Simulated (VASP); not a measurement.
# AlN (Cm) in VASP: further runs

The runs below take AlN through single point, with PBEsol.

All numbers are computed with VASP 6.6.1; they aren't measurements. Logs are shortened: lines on timing, memory, paths and dates and some standing lists are left out, and cuts for length are marked.

## Step 1: The cell of the first run

The structure is monoclinic, space group Cm (No. 8). The conventional cell has a = 5.393 Å, b = 3.114 Å, c = 10.615 Å, α = 90.00°, β = 104.72°, γ = 90.00°. Al (site symmetry m) has 3 N at 1.89 Å within 2.5 Å. Within 2.5 Å of Al (site symmetry m) lie 4 N at 1.89 to 1.90 Å. Within 2.5 Å of Al (site symmetry m) lie 4 N at 1.89 to 1.90 Å. Within 2.5 Å of Al (site symmetry m) lie 4 N at 1.89 to 1.90 Å. N (site symmetry m) has 3 Al at 1.89 Å within 2.5 Å. N (site symmetry m) has 4 Al at 1.89 to 1.90 Å within 2.5 Å. N (site symmetry m) has 4 Al at 1.89 to 1.90 Å within 2.5 Å. N (site symmetry m) has 4 Al at 1.89 to 1.90 Å within 2.5 Å.

## Step 2: Single point, PBEsol

Input file INCAR:

```
SYSTEM = AlN
ALGO = Normal
EDIFF = 1E-6
ENCUT = 520
GGA = PS
ISIF = 2
ISMEAR = 0
ISYM = 0
LASPH = .TRUE.
LCHARG = .FALSE.
LREAL = .FALSE.
LWAVE = .FALSE.
NBANDS = 26
NELM = 100
PREC = Accurate
SIGMA = 0.05
```

Input file KPOINTS:

```
k-points
0
G
  8 8 3
  0 0 0
```

Input file POSCAR:

```
AlN
1.0
   -3.1135599822      0.0000000000      0.0000000000
   -1.5567799911     -2.6964220408      0.0000000000
   -0.7783899956     -1.3482110204     10.2667009506
Al N
4 4
Direct
    0.3333333333     -0.1057040687      0.8780748041
    0.3333333333      0.1369907609      0.3926851450
    0.6666666667      0.5916715090      0.1499903154
    0.6666666667      0.3489766794      0.6353799746
    0.3333333333      0.2869810762      0.0927045142
    0.3333333333      0.0442862466      0.5780941734
    0.6666666667      0.4989669948      0.3353993438
    0.6666666667      0.2562721652      0.8207890030
```

Potentials or basis: VASP PAW PBE potentials, release 64 (Al, N).

On the command line:

```console
$ cat potpaw_PBE.64/Al/POTCAR potpaw_PBE.64/N/POTCAR > POTCAR
$ mpirun -np 1 vasp_std > vasp.out
```

OUTCAR:

```text
SYSTEM = AlN
   EDIFF = 1E-6
   ENCUT = 520
   GGA = PS
   ISIF = 2
   ISMEAR = 0
   ISYM = 0
   LASPH = .TRUE.
   LREAL = .FALSE.
   NELM = 100
   PREC = Accurate

 ion  position               nearest neighbor table
   1  0.333  0.894  0.878-   8 1.89   8 1.89   8 1.89   3 2.93   4 3.07   4 3.07   4 3.07
   2  0.333  0.137  0.393-   7 1.89   7 1.89   7 1.89   6 1.90   4 3.07   3 3.07   3 3.07   4 3.07
                             3 3.07   4 3.07
   3  0.667  0.592  0.150-   5 1.89   5 1.89   5 1.89   7 1.90   1 2.93   2 3.07   2 3.07   2 3.07

   4  0.667  0.349  0.635-   6 1.89   6 1.89   6 1.89   8 1.90   1 3.07   1 3.07   1 3.07   2 3.07
                             2 3.07   2 3.07
   5  0.333  0.287  0.093-   3 1.89   3 1.89   3 1.89
   6  0.333  0.044  0.578-   4 1.89   4 1.89   4 1.89   2 1.90
   7  0.667  0.499  0.335-   2 1.89   2 1.89   2 1.89   3 1.90
   8  0.667  0.256  0.821-   1 1.89   1 1.89   1 1.89   4 1.90

IMPORTANT INFORMATION: All symmetrisations will be switched off!
NOSYMM: (Re-)initialisation of all symmetry stuff for point group C_1.

----------------------------------------------------------------------------------------

                                     Primitive cell

  volume of cell :      86.1938

  direct lattice vectors                    reciprocal lattice vectors
    -3.113559982  0.000000000  0.000000000    -0.321175762  0.185430913 -0.000000000
    -1.556779991 -2.696422041  0.000000000     0.000000000 -0.370861825 -0.048701136
    -0.778389996 -1.348211020 10.266700951     0.000000000  0.000000000  0.097402272

  length of vectors
     3.113559982  3.113559982 10.384060494     0.370861825  0.374045845  0.097402272

  position of ions in fractional coordinates (direct lattice)
     0.333333333  0.894295931  0.878074804
     0.333333333  0.136990761  0.392685145
     0.666666667  0.591671509  0.149990315
     0.666666667  0.348976679  0.635379975
     0.333333333  0.286981076  0.092704514
     0.333333333  0.044286247  0.578094173
     0.666666667  0.498966995  0.335399344
     0.666666667  0.256272165  0.820789003

  ion indices of the primitive-cell ions
   primitive index   ion index
                 1           1
                 2           2
                 3           3
                 4           4
                 5           5
                 6           6
                 7           7
                 8           8

----------------------------------------------------------------------------------------

 KPOINTS: k-points

Automatic generation of k-mesh.
 Grid dimensions read from file:
[... 89 lines left out ...]
   EDIFFG = 0.1E-04   stopping-criterion for IOM
   NSW    =      0    number of steps for IOM
   IBRION =     -1    ionic relax: 0-MD 1-quasi-New 2-CG
   NFREE  =      0    steps in history (QN), initial steepest desc. (CG)
   ISIF   =      2    stress and relaxation
   ISYM   =      0    0-nonsym 1-usesym 2-fastsym
   POTIM  = 0.5000    time-step for ionic-motion
   TEBEG  =    0.0;   TEEND  =   0.0 temperature during run
   PSTRESS=    0.0 pullay stress
   NELECT =      32.0000    total number of electrons
   NUPDOWN=      -1.0000    fix difference up-down
   EMIN   =  10.00;   EMAX   =-10.00  energy-range for DOS
   EFERMI =   0.00;   METHOD = LEGACY
   ISMEAR =     0;   SIGMA  =   0.05  broadening in eV -4-tet -1-fermi 0-gaus
   EFERMI_NEDOS =   21; number of points for ismear=-14 and -15
   IALGO  =     38    algorithm
   IMIX   =      4    mixing-type and parameters
     AMIX     =   0.40;   BMIX     =  1.00
     AMIX_MAG =   1.60;   BMIX_MAG =  1.00
  volume/ion in A,a.u.               =      10.77        72.71
  Fermi-wavevector in a.u.,A,eV,Ry     =   1.176611  2.223472 18.836081  1.384413
  Thomas-Fermi vector in A             =   2.312972
   LORBIT       =      0    0 simple, 1 ext, 2 COOP (PROOUT), +10 PAW based schemes
   GGA     = PS    functional components
   LHFCALC =     F    Hartree Fock is set to
   AEXX    =    0.0000 exact exchange contribution
   IVDW    =     0    specifies the selected vdW correction
   LEPSILON=     F    determine dielectric tensor
   LRPA    =     F    only Hartree local field effects (RPA)
 non-spin polarized calculation
 Gauss-broadening in eV      SIGMA  =   0.05
  energy-cutoff  :      520.00
  volume of cell :       86.19
 maximum number of plane-waves:      2338
   NGX = 11   NGY = 11   NGZ = 39

 number of electron      31.9999998 magnetization

 Free energy of the ion-electron system (eV)
  ---------------------------------------------------
  ext. energy  EPLUGINS =         0.00000000
  ---------------------------------------------------
  free energy    TOTEN  =       -61.16106099 eV

  energy without entropy =      -61.16106099  energy(sigma->0) =      -61.16106099

 E-fermi :   6.3924     XC(G=0): -10.9886

 val. band max:        6.1135554623   @ k =   0.0000   0.0000   0.0000
 cond. band min:       9.0872313999   @ k =   0.0000   0.0000   0.0000
 fundamental gap:      2.9736759375
 Fermi energy:         6.3924341040

 k-point     1 :       0.0000    0.0000    0.0000
  band No.  band energies     occupation
      1      -9.4458      2.00000
      2      -8.6324      2.00000
      3      -8.1144      2.00000
      4      -6.9782      2.00000
      5      -0.2244      2.00000
      6       2.1641      2.00000
[... 685 lines left out ...]
     25      15.9204      0.00000
     26      16.5322      0.00000

 [... further k-points ...]
[... 5 lines left out ...]
  --------------------------------------------------------------------------------------
  -------------------------------------------------------------------------------------
  Total       -1.3765038     -3.0950927     -1.2956785     -1.4883017     -0.5027557      0.8708279
  in kB      -25.5865641    -57.5318342    -24.0841772    -27.6646732     -9.3452631     16.1870205
  external PRESSURE =     -35.7341918 kB  Pullay stress =       0.0000000 kB

 VOLUME and BASIS-vectors are now :
 -----------------------------------------------------------------------------
  energy-cutoff  :      520.00
  volume of cell :       86.19
      direct lattice vectors                 reciprocal lattice vectors
    -3.113559982  0.000000000  0.000000000    -0.321175762  0.185430913 -0.000000000
    -1.556779991 -2.696422041  0.000000000     0.000000000 -0.370861825 -0.048701136
    -0.778389996 -1.348211020 10.266700951     0.000000000  0.000000000  0.097402272

 POSITION                                       TOTAL-FORCE (eV/Angst)
 -----------------------------------------------------------------------------------
     -3.11356     -3.59523      9.01493         0.192472     -0.111129      0.840081
     -1.55678     -0.89881      4.03158        -0.000443      0.000250     -0.463956
     -3.11356     -1.79761      1.53991        -0.205733      0.118770     -0.179857
     -3.11356     -1.79761      6.52326        -0.048025      0.027719     -0.478528
     -1.55678     -0.89881      0.95177         0.372611     -0.214932     -0.759159
     -1.55678     -0.89881      5.93512        -0.016841      0.009636      0.406497
     -3.11356     -1.79761      3.44344         0.042221     -0.024320      0.462038
     -3.11356     -1.79761      8.42680        -0.336262      0.194006      0.172884
 -----------------------------------------------------------------------------------
    total drift:                                0.000105      0.000011     -0.001058

  FREE ENERGIE OF THE ION-ELECTRON SYSTEM (eV)
  ---------------------------------------------------
  free  energy   TOTEN  =       -61.1610609912 eV

  energy  without entropy=      -61.1610609912  energy(sigma->0) =      -61.16106099
```

Wall time 2.3 min (1 thread of Intel Xeon Platinum 8559C (Emerald Rapids), shared host); peak memory 0.29 GiB.

Results:

```yaml
Free_energy: -61.1611 eV
Pressure: -3.6 GPa
Largest_force: 0.873 eV/Å
Band_gap_on_the_k_mesh: 2.97 eV, direct
```

Forces on the atoms (eV/Å):
```
Al   0.192 -0.111  0.840
Al   0.000  0.000 -0.464
Al  -0.206  0.119 -0.180
Al  -0.048  0.028 -0.479
N    0.373 -0.215 -0.759
N   -0.017  0.010  0.406
N    0.042 -0.024  0.462
N   -0.336  0.194  0.173
```

Caveat: the PAW data sets were made with another functional, which shifts forces and pressure a little. A k mesh can miss the band edges.

## Step 3: Single point, PBEsol

This run uses another cell than the first one, of 11.19 Å³/atom, 1.039 times its volume.

Input file INCAR:

```
PREC = Accurate
ENCUT = 520
EDIFF = 1E-6
ISMEAR = 0
SIGMA = 0.05
LREAL = False
LASPH = True
NELM = 100
ALGO = Normal
ISIF = 2
LWAVE = False
LCHARG = False
GGA = PS
ISYM = 0
NBANDS = 26
```

Input file KPOINTS:

```
regular mesh
0
Gamma
  8 8 3
```

Input file POSCAR:

```
AlN
1.0
   -3.1135599822      0.0000000000      0.0000000000
   -1.5567799911     -2.6964220408      0.0000000000
   -0.7783899956     -1.3482110204     10.6667009506
Al N
4 4
Direct
    0.3333333333     -0.0892402191      0.8451471048
    0.3333333333      0.1443535837      0.3779594994
    0.6666666667      0.5944838184      0.1443656966
    0.6666666667      0.3608900156      0.6115533021
    0.3333333333      0.2887192803      0.0892281061
    0.3333333333      0.0551254775      0.5564157116
    0.6666666667      0.5052557122      0.3228219088
    0.6666666667      0.2716619095      0.7900095143
```

Potentials or basis: VASP PAW PBE potentials, release 64 (Al, N).

On the command line:

```console
$ cat potpaw_PBE.64/Al/POTCAR potpaw_PBE.64/N/POTCAR > POTCAR
$ mpirun -np 1 vasp_std > vasp.out
```

Run time: 72 s. Hardware: 1 thread of Intel Xeon 6975P-C (Granite Rapids), shared host; peak memory 0.3 GiB.

Results (log left out):

| Property | Result |
| --- | --- |
| Free energy | -60.6600 eV |
| Pressure | -4.4 GPa |
| Largest force | 1.365 eV/Å |
| Band gap on the k mesh | 1.64 eV, direct |

Forces on the atoms (eV/Å):
```
Al   0.075 -0.043  1.051
Al   0.000  0.000 -0.902
Al  -0.083  0.048 -1.361
Al  -0.027  0.016 -0.899
N    0.200 -0.116 -0.439
N   -0.010  0.006  0.842
N    0.023 -0.013  0.927
N   -0.177  0.102  0.782
```

Stress tensor (GPa, compression positive):
```
-2.17 -1.56  1.11
-1.56 -3.97 -0.64
 1.11 -0.64 -6.96
```

Levels at points of the mesh, in eV from the valence-band top:
| k point | band 12 | band 13 | band 14 | band 15 | band 16 | band 17 | band 18 | band 19 | band 20 | band 21 |
| --- | --- | --- | --- | --- | --- | --- | --- | --- | --- | --- |
| (0.00, 0.00, 0.00) | -1.23 | -1.23 | -0.91 | -0.07 | 0.00 | 1.64 | 4.50 | 4.83 | 5.71 | 7.28 |
| (0.50, 0.00, 0.00) | -2.93 | -2.32 | -2.08 | -0.96 | -0.85 | 2.81 | 3.16 | 4.33 | 4.81 | 5.49 |
| (0.00, 0.50, 0.00) | -2.92 | -2.50 | -2.08 | -0.83 | -0.69 | 2.14 | 3.70 | 4.28 | 4.62 | 5.66 |
| (0.50, 0.50, 0.00) | -2.92 | -2.30 | -2.08 | -0.82 | -0.56 | 1.92 | 3.41 | 4.49 | 4.88 | 5.81 |

Caveat: the PAW data sets were made with another functional, which shifts forces and pressure a little. A k mesh can miss the band edges.

## Step 4: Single point, PBEsol

This run uses another cell than the first one, of 12.56 Å³/atom, 1.166 times its volume.

Input file INCAR:

```
SYSTEM = AlN
  PREC = Accurate
  ENCUT = 520
  EDIFF = 1E-6
  ISMEAR = 0
  SIGMA = 0.05
  LREAL = .False.
  LASPH = .True.
  NELM = 100
  ALGO = Normal
  ISIF = 2
  LWAVE = .False.
  LCHARG = .False.
  GGA = PS
  ISYM = 0
  NBANDS = 26
```

Input file KPOINTS:

```
Automatic mesh
0
Gamma
  8 8 3
  0 0 0
```

Input file POSCAR:

```
AlN
1.0
   -3.1135599822      0.0000000000      0.0000000000
   -1.5567799911     -2.6964220408      0.0000000000
   -0.7783899956     -1.3482110204     11.9667009506
Al N
4 4
Direct
    0.3333333333     -0.0433340315      0.7533347297
    0.3333333333      0.1648833584      0.3368999499
    0.6666666667      0.6023253867      0.1286825600
    0.6666666667      0.3941079968      0.5451173398
    0.3333333333      0.2935659184      0.0795348299
    0.3333333333      0.0853485285      0.4959696097
    0.6666666667      0.5227905568      0.2877522198
    0.6666666667      0.3145731669      0.7041869996
```

On the command line:

```console
$ cat potpaw_PBE.64/Al/POTCAR potpaw_PBE.64/N/POTCAR > POTCAR
$ mpirun -np 1 vasp_std > vasp.out
```

It took 10 min on 1 thread of AMD EPYC 7R13, shared host; peak memory 0.3 GiB.

It converged, with:

```yaml
Free_energy: -59.0532 eV
Pressure: -2.3 GPa
Largest_force: 2.318 eV/Å
Band_gap_on_the_k_mesh: zero (band 16 reaches 5.84 eV, above the bottom of band 17 at 5.72 eV)
```

Forces in eV/Å, atoms in the order of the input:
```
Al   0.011 -0.006  0.041
Al   0.000  0.000 -1.468
Al  -0.003  0.002 -2.318
Al  -0.004  0.002 -1.408
N    0.021 -0.012  1.152
N   -0.002  0.001  1.287
N    0.002 -0.001  1.513
N   -0.024  0.014  1.201
```

Stress tensor (GPa, compression positive):
```
-1.25 -0.22  0.20
-0.22 -1.50 -0.11
 0.20 -0.11 -4.15
```

Levels at points of the mesh, in eV from the Fermi level:
| k point | band 14 | band 15 | band 16 | band 17 | band 18 | band 19 |
| --- | --- | --- | --- | --- | --- | --- |
| (0.00, 0.00, 0.00) | -1.12 | -0.56 | 0.10 | 0.10 | 3.10 | 3.64 |
| (0.50, 0.00, 0.00) | -2.59 | -0.68 | -0.39 | 0.78 | 2.03 | 3.39 |
| (0.00, 0.50, 0.00) | -2.59 | -0.68 | -0.32 | 0.67 | 2.10 | 3.32 |
| (0.50, 0.50, 0.00) | -2.59 | -0.68 | -0.29 | 0.62 | 2.01 | 3.40 |

Caveat: the PAW data sets were made with another functional, which shifts forces and pressure a little.

## Step 5: Summary

```csv
cell,gap on the mesh (eV),pressure (GPa),largest force (eV/Å)
"a = 3.114, b = 3.114, c = 10.384 Å, angles 81.4, 85.7, 60.0°, 8 atoms",2.97,-3.6,0.87
"a = 3.114, b = 3.114, c = 10.780 Å, angles 81.7, 85.9, 60.0°, 8 atoms",1.64,-4.4,1.36
"a = 3.114, b = 3.114, c = 12.068 Å, angles 82.6, 86.3, 60.0°, 8 atoms",none,-2.3,2.32
```

Alike in all rows: task single point; level PBEsol; potentials or basis VASP PAW PBE potentials, release 64 (Al, N); no spin polarisation; k mesh 8 × 8 × 3; cutoff (eV) 520; smearing gaussian 0.05 eV.

Caveats: the PAW data sets were made with another functional, which shifts forces and pressure a little.

Absolute energies hang on the potentials; compare differences alone.
